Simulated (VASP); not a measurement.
Set up this calculation in VASP 6.6.1, as the native input.

* Task: single point
* Functional: PBE
* Potentials or basis: VASP PAW PBE potentials, release 64 (Li_sv, Se, Tl_d)
* Cutoff: 750 eV
* k mesh: 4 × 4 × 4
* Occupations: methfessel-paxton, width 0.001 eV
* Spin: no spin polarisation
* Dipole correction: no
* Further INCAR settings: ALGO = Normal; EDIFF = 1e-06; NBANDS = 22

The structure of LiTlSe2 lies in POSCAR:

```
LiTlSe2
1.0
    4.2639248130      0.0000000000      0.0000000000
    0.0000000000      4.2639248130      0.0000000000
    0.0000000000      0.0000000000      5.9802485926
Li Se Tl
1 2 1
Direct
    0.0000000000      0.0000000000      0.0000000000
    0.0000000000      0.5000000000      0.2292133967
    0.5000000000      0.0000000000      0.7707866033
    0.5000000000      0.5000000000      0.5000000000
```

The input as run:

INCAR

```
SYSTEM = LiTlSe2
ALGO = Normal
EDIFF = 1E-6
ENCUT = 750
GGA = PE
GGA_COMPAT = .False.
ISIF = 2
ISMEAR = 1
LASPH = .True.
LCHARG = .False.
LREAL = .False.
LWAVE = .False.
NBANDS = 22
NELM = 120
PREC = Accurate
SIGMA = 0.001
```

KPOINTS

```
k-points
0
Gamma
  4 4 4
  0 0 0
```

Potentials or basis: VASP PAW PBE potentials, release 64 (Li_sv, Se, Tl_d).

Launch:

```bash
$ cat potpaw_PBE.64/Li_sv/POTCAR potpaw_PBE.64/Se/POTCAR potpaw_PBE.64/Tl_d/POTCAR > POTCAR
$ mpirun -np 1 vasp_std > vasp.out
```

It gave:

- Pressure: 1.4 GPa
- Largest force: 0.209 eV/Å
- Band gap on the k mesh: 0.43 eV

Caveat: spin-orbit coupling is left out, which moves the levels of the heavy elements.

Wall time 90 s on 1 thread of AMD EPYC 7R43 64-Core Processor (Zen 3), with other jobs on the host, peak memory 0.28 GiB.
